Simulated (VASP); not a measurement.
# KTaO3 (Pm-3m) in VASP: notebook, part 2 of 2

VASP 6.6.1.

## 4. Single point, PBEsol

This run uses another cell than the first one, of 12.36 Å³/atom.

INCAR reads:

```
PREC = Accurate ; ENCUT = 520
EDIFF = 1E-6 ; ISMEAR = 0
SIGMA = 0.02 ; LREAL = F
LASPH = T ; NELM = 80
ALGO = Normal ; ISIF = 2
LWAVE = F ; LCHARG = T
GGA = PS ; LELF = T
LVHAR = T ; NBANDS = 27
```

KPOINTS reads:

```
regular mesh
0
Gamma
  8 8 8
```

POSCAR reads:

```
KTaO3
1.0
    3.9538862527      0.0000000000      0.0000000000
    0.0000000000      3.9538862527      0.0000000000
    0.0000000000      0.0000000000      3.9538862527
K Ta O
1 1 3
Direct
    0.5000000000      0.5000000000      0.5000000000
    0.0000000000      0.0000000000      0.0000000000
    0.0000000000      0.5000000000      0.0000000000
    0.0000000000      0.0000000000      0.5000000000
    0.5000000000      0.0000000000      0.0000000000
```

Potentials or basis: VASP PAW PBE potentials, release 64 (K_sv, Ta_pv, O).

Launch:

```bash
$ cat potpaw_PBE.64/K_sv/POTCAR potpaw_PBE.64/Ta_pv/POTCAR potpaw_PBE.64/O/POTCAR > POTCAR
$ mpirun -np 1 vasp_std > vasp.out
```

OUTCAR:

```text
PREC = Accurate
   ENCUT = 520
   EDIFF = 1E-6
   ISMEAR = 0
   LREAL = F
   LASPH = T
   NELM = 80
   ISIF = 2
   GGA = PS

 ion  position               nearest neighbor table
   1  0.500  0.500  0.500-   3 2.80   4 2.80   5 2.80   3 2.80   5 2.80   4 2.80   5 2.80   5 2.80
                             3 2.80   4 2.80   3 2.80   4 2.80   2 3.42   2 3.42   2 3.42   2 3.42
   2  0.000  0.000  0.000-   3 1.98   4 1.98   5 1.98   4 1.98   3 1.98   5 1.98   1 3.42   1 3.42
                             1 3.42   1 3.42   1 3.42   1 3.42   1 3.42   1 3.42
   3  0.000  0.500  0.000-   2 1.98   2 1.98   1 2.80   1 2.80   1 2.80   1 2.80
[... 927 lines left out ...]
  -------------------------------------------------------------------------------------
  Total        2.2945024      2.2945024      2.2945024     -0.0000000     -0.0000000      0.0000000
  in kB       59.4739228     59.4739228     59.4739228     -0.0000000     -0.0000000      0.0000000
  external PRESSURE =      59.4739228 kB  Pullay stress =       0.0000000 kB

 VOLUME and BASIS-vectors are now :
 -----------------------------------------------------------------------------
  energy-cutoff  :      520.00
  volume of cell :       61.81
      direct lattice vectors                 reciprocal lattice vectors
     3.953886253  0.000000000  0.000000000     0.252915723  0.000000000  0.000000000
     0.000000000  3.953886253  0.000000000     0.000000000  0.252915723  0.000000000
     0.000000000  0.000000000  3.953886253     0.000000000  0.000000000  0.252915723

 POSITION                                       TOTAL-FORCE (eV/Angst)
 -----------------------------------------------------------------------------------
      1.97694      1.97694      1.97694         0.000000      0.000000      0.000000
      0.00000      0.00000      0.00000         0.000000      0.000000      0.000000
      0.00000      1.97694      0.00000         0.000000      0.000000      0.000000
      0.00000      0.00000      1.97694         0.000000      0.000000      0.000000
      1.97694      0.00000      0.00000         0.000000      0.000000      0.000000
 -----------------------------------------------------------------------------------
    total drift:                                0.000000     -0.000000      0.000000

  FREE ENERGIE OF THE ION-ELECTRON SYSTEM (eV)
  ---------------------------------------------------
  free  energy   TOTEN  =       -42.8881496909 eV

  energy  without entropy=      -42.8881496909  energy(sigma->0) =      -42.88814969
```

OSZICAR:

```text
N       E                     dE             d eps       ncg     rms          rms(c)
DAV:   1     0.320904603083E+03    0.32090E+03   -0.20800E+04  1890   0.141E+03
DAV:   2    -0.316052255623E+02   -0.35251E+03   -0.34344E+03  2229   0.407E+02
DAV:   3    -0.500036011953E+02   -0.18398E+02   -0.18308E+02  2611   0.900E+01
DAV:   4    -0.506111594046E+02   -0.60756E+00   -0.60642E+00  3145   0.106E+01
DAV:   5    -0.506147055550E+02   -0.35462E-02   -0.35458E-02  2482   0.816E-01    0.357E+01
DAV:   6    -0.431558284395E+02    0.74589E+01   -0.30532E+01  2257   0.381E+01    0.141E+01
DAV:   7    -0.429678089676E+02    0.18802E+00   -0.15320E+00  2513   0.810E+00    0.974E+00
DAV:   8    -0.429037363202E+02    0.64073E-01   -0.33901E-01  2209   0.480E+00    0.264E+00
DAV:   9    -0.428894567276E+02    0.14280E-01   -0.28724E-02  2316   0.131E+00    0.346E-01
DAV:  10    -0.428881620559E+02    0.12947E-02   -0.10983E-02  2583   0.692E-01    0.748E-02
DAV:  11    -0.428881300483E+02    0.32008E-04   -0.79562E-04  2512   0.180E-01    0.285E-02
DAV:  12    -0.428881493034E+02   -0.19255E-04   -0.37073E-05  2739   0.487E-02    0.701E-03
DAV:  13    -0.428881496909E+02   -0.38745E-06   -0.47023E-06  2519   0.163E-02
   1 F= -.42888150E+02 E0= -.42888150E+02  d E =-.565226E-44
```

stdout:

```text
POSCAR found type information on POSCAR K TaO
 POSCAR found :  3 types and       5 ions
 scaLAPACK will be used
 -----------------------------------------------------------------------------
|                                                                             |
|                                                                             |
|     You enforced a specific xc type in the INCAR file but a different       |
|     I HOPE YOU KNOW WHAT YOU ARE DOING!                                     |
|                                                                             |
 -----------------------------------------------------------------------------

 LDA part: xc-table for (Slater+PW92), standard interpolation
 POSCAR, INCAR and KPOINTS ok, starting setup
 FFT: planning ... GRIDC
 FFT: planning ... GRID_SOFT
 FFT: planning ... GRID
 WAVECAR not read
 entering main loop
```

It took 53 s on 1 thread of Intel Xeon 6975P-C (Granite Rapids), shared host; peak memory 0.2 GiB.

What came out:

```yaml
Free_energy: -42.8881 eV
Pressure: 5.9 GPa
Band_gap_on_the_k_mesh: 2.14 eV (least direct gap 2.75 eV)
```

Caveat: the cell stands under pressure; the PAW data sets were made with another functional, which shifts forces and pressure a little; spin-orbit coupling is left out, which moves the levels of the heavy elements. A k mesh can miss the band edges.

## 5. Single point, PBEsol

This run uses another cell than the first one, of 12.36 Å³/atom.

INCAR reads:

```
SYSTEM = KTaO3
PREC = Accurate ; ENCUT = 520
EDIFF = 1E-7 ; ISMEAR = 0
SIGMA = 0.02 ; LREAL = .False.
LASPH = .True. ; NELM = 100
ALGO = Normal ; ISIF = 2
LWAVE = .False. ; LCHARG = .True.
GGA = PS ; LELF = .True.
LVHAR = .True. ; NBANDS = 27
```

KPOINTS reads:

```
regular mesh
0
Gamma
  8 8 8
  0 0 0
```

POSCAR is that of step 4.

Launch:

```bash
$ cat potpaw_PBE.64/K_sv/POTCAR potpaw_PBE.64/Ta_pv/POTCAR potpaw_PBE.64/O/POTCAR > POTCAR
$ mpirun -np 1 vasp_std > vasp.out
```

It took 67 s on 1 thread of Intel Xeon 6975P-C (Granite Rapids), shared host; peak memory 0.2 GiB.

It converged, with:

| Quantity | Value |
| --- | --- |
| Free energy | -42.8881 eV |
| Pressure | 5.9 GPa |
| Band gap on the k mesh | 2.14 eV (least direct gap 2.75 eV) |

Levels at points of the mesh, in eV from the valence-band top:
```tsv
k point	band 16	band 17	band 18	band 19	band 20	band 21	band 22	band 23
(0.00, 0.00, 0.00)	-1.12	-0.61	-0.61	-0.61	2.14	2.14	2.14	6.65
(0.50, 0.00, 0.00)	-2.23	-1.62	-0.85	-0.85	2.31	5.16	5.16	7.10
(0.50, 0.50, 0.00)	-1.61	-1.48	-1.48	-0.04	5.20	5.20	6.53	7.97
(0.50, 0.50, 0.50)	-4.03	0.00	0.00	0.00	6.69	6.69	6.69	8.87
```

Caveat: the cell stands under pressure; the PAW data sets were made with another functional, which shifts forces and pressure a little; spin-orbit coupling is left out, which moves the levels of the heavy elements. A k mesh can miss the band edges.

## 6. Overview

| cell | gap on the mesh (eV) | pressure (GPa) |
| --- | --- | --- |
| a = 3.878 Å, 5 atoms | 2.25 | 21.2 |
| a = 3.927 Å, 5 atoms | 2.18 | 10.9 |
| a = 3.954 Å, 5 atoms | 2.14 | 5.9 |

Alike in all rows: task single point; level PBEsol; potentials or basis VASP PAW PBE potentials, release 64 (K_sv, Ta_pv, O); no spin polarisation; k mesh 8 × 8 × 8; cutoff (eV) 520; smearing gaussian 0.02 eV.

Caveats: the cell stands under pressure; the PAW data sets were made with another functional, which shifts forces and pressure a little; spin-orbit coupling is left out, which moves the levels of the heavy elements.

Absolute energies hang on the potentials; compare differences alone.
